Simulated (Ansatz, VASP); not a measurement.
Cl: VASP beside Ansatz

Contents of INCAR:

```
PREC     = Accurate       # precision mode
ENCUT    = 520            # plane-wave cutoff, eV
EDIFF    = 1E-7           # SCF threshold, eV
ISMEAR   = -1             # smearing method
SIGMA    = 0.08           # smearing width, eV
LREAL    = False          # projectors in reciprocal space
LASPH    = True           # aspherical terms in the spheres
NELM     = 100            # most SCF steps
ALGO     = Normal         # electronic algorithm
ISIF     = 2              # what is computed and relaxed
LWAVE    = False          # write WAVECAR
LCHARG   = True           # write CHGCAR
GGA      = PE             # functional
LELF     = True           # ELF
LVHAR    = True         
NBANDS   = 14             # bands
```

KPOINTS

```
Automatic mesh
0
Gamma
  14 14 8
```

The input POSCAR:

```
Cl
1.0
    2.9790660390      0.0000000000      0.0000000000
   -1.4895330195      2.5799468694      0.0000000000
    0.0000000000      0.0000000000      3.8779391961
Cl
2
Direct
    0.3333333333      0.6666666667      0.2500000000
    0.6666666667      0.3333333333      0.7500000000
```

Input for Ansatz:

```yaml
crystal:
  lattice:
    - [2.979066039, 0.0, 0.0]
    - [-1.4895330195, 2.5799468694, 0.0]
    - [0.0, 0.0, 3.8779391961]
  atoms:
    - { symbol: Cl, position: [0.3333333333, 0.6666666667, 0.25] }
    - { symbol: Cl, position: [0.6666666667, 0.3333333333, 0.75] }
kpoints:
  mp_grid: { grid: [14, 14, 8] }
scf:
  occupations: { method: fermi_dirac, width: 0.08 }
hamiltonian:
  xc: pbe
  pseudopotentials: { kind: paw }
output:
  forces: true
  stress: true
  eigenvalues: true
  populations: true
```

Change from the starting cell: volume scaled by 0.65, PAW files.

Alike in both runs: task single point; functional PBE; k mesh 14 × 14 × 8; occupations fermi-dirac, width 0.08 eV; no spin polarisation.

|  | VASP | Ansatz |
| --- | --- | --- |
| version | VASP 6.6.1 | Ansatz 0.2.0 |
| potentials or method | VASP PAW PBE potentials, release 64 (Cl) | PAW with Ansatz's default frozen-core files, scalar-relativistic |
| plane-wave cutoff (eV) | 520 | 420 |
| valence electrons in the cell | 14 | 14 |

```csv
,VASP,Ansatz,Ansatz less VASP
pressure (GPa),30.7,31.0,+0.29
"traceless stress, the component that is largest in VASP (GPa)",0.01,0.07,+0.055
```

Both programs put the cell under a high pressure, so it lies far from rest at this level. With one functional, cell and mesh, what is left measures potentials, basis and numerics.
